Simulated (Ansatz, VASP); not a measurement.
# LiSc3: VASP beside Ansatz

```
Li Sc
1.0
     4.09073    0.00000    0.00000
     0.00000    4.09073    0.00000
     0.00000    0.00000    4.09073
Li Sc
1 3
Direct
  0.00000 0.00000 0.00000
  0.00000 0.50000 0.50000
  0.50000 0.00000 0.50000
  0.50000 0.50000 0.00000
```

Alike in both runs: task relaxation of cell and atoms; functional PBE; k mesh 4 × 4 × 4; occupations gaussian, width 0.1 eV; no spin polarisation.

```csv
,VASP,Ansatz
version,VASP 6.6.1,Ansatz 0.2.0
potentials or method,"VASP PAW PBE potentials, release 64 (Li_sv, Sc_sv), cutoff 600 eV","scalar-relativistic, plane waves, PAW"
valence electrons in the cell,36,36
```

```csv
,VASP,Ansatz,Ansatz less VASP
"gap on the k mesh at the Fermi level, each at its own relaxed structure (eV)",none,none,-
relaxed volume (Å³/atom),23.37,23.20,-0.171
relaxed length of the cell vector where the two differ most in proportion (Å),4.538,4.527,-0.0111
```

A gap of «none» marks a metal or a gap that the smearing closes.

The k mesh is coarse, so the values compare programs but aren't converged. Noted on VASP's run: the cutoff is under 1.25 times that of the potentials, so the pressure is a little rough; the volume moved by over 15 % at a fixed basis, so the end points are rough.
